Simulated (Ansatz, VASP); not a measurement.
# Two plane-wave programs on MgO

POSCAR

```
MgO
1.0
    0.0964555237      2.0903613184      2.0903613184
    2.0903613184      0.0964555237      2.0903613184
    2.0903613184      2.0903613184      0.0964555237
Mg O
1 1
Direct
    0.0000000000      0.0000000000      0.0000000000
    0.5000000000      0.5000000000      0.5000000000
```

Contents of INCAR.step1:

```
SYSTEM = MgO
ALGO = Normal ; EDIFF = 1E-5
ENCUT = 660 ; GGA = PE
GGA_COMPAT = .FALSE. ; ISMEAR = 0
LASPH = .TRUE. ; LCHARG = .FALSE.
LREAL = .FALSE. ; LWAVE = .TRUE.
NBANDS = 15 ; NELM = 120
PREC = Accurate ; SIGMA = 0.01
```

File INCAR.step2:

```
SYSTEM = MgO
ALGO = Normal ; EDIFF = 1E-6
ENCUT = 660 ; GGA_COMPAT = .FALSE.
ISIF = 2 ; ISMEAR = 0
ISTART = 1 ; LASPH = .TRUE.
LCHARG = .FALSE. ; LMIXTAU = .TRUE.
LREAL = .FALSE. ; LWAVE = .FALSE.
METAGGA = R2SCAN ; NBANDS = 15
NELM = 120 ; PREC = Accurate
SIGMA = 0.01
```

Contents of KPOINTS:

```
k-points
0
G
  10 10 10
  0 0 0
```

Input for Ansatz:

```yaml
crystal:
  lattice:
    - [0.0964555237, 2.0903613184, 2.0903613184]
    - [2.0903613184, 0.0964555237, 2.0903613184]
    - [2.0903613184, 2.0903613184, 0.0964555237]
  atoms:
    - { symbol: Mg, position: [0.0, 0.0, 0.0] }
    - { symbol: O, position: [0.5, 0.5, 0.5] }
kpoints:
  mp_grid: { grid: [10, 10, 10] }
  band_path:
    path:
      - [0.0, 0.0, 0.0]
      - [0.5, 0.0, 0.5]
      - [0.625, 0.25, 0.625]
      - [0.375, 0.375, 0.75]
      - [0.5, 0.5, 0.5]
      - [0.5, 0.25, 0.75]
    npoints: 1
hamiltonian:
  xc: r2scan
scf:
  occupations: { method: fixed }
  n_extra_bands: 4
output:
  forces: true
  stress: true
  eigenvalues: true
  write_density: true
  write_potential: true
  elf: true
  volumetric_format: npy
```

Change from the starting cell: epitaxial_111 strain -5.2%.

Alike in both runs: task single point; functional r2SCAN; k mesh 10 × 10 × 10; no spin polarisation.

```csv
,VASP,Ansatz
version,VASP 6.6.1,Ansatz 0.2.0
potentials or method,"VASP PAW PBE potentials, release 64 (Mg_sv, O)","plane waves, PAW"
plane-wave cutoff (eV),660,500
occupations,"gaussian, width 0.01 eV",fixed
valence electrons in the cell,16,16
```

Ansatz gave:

```
gap on the k mesh at the Fermi level (eV)                     : 6.31
pressure (GPa)                                                : 17.8
traceless stress, the component that is largest in VASP (GPa) : -8.88
```

Q: What did VASP give for the same quantities?

A: gap on the k mesh at the Fermi level (eV): 6.33; pressure (GPa): 17.5; traceless stress, the component that is largest in VASP (GPa): -8.84.

VASP's potentials were made for PBE, not for r2SCAN.
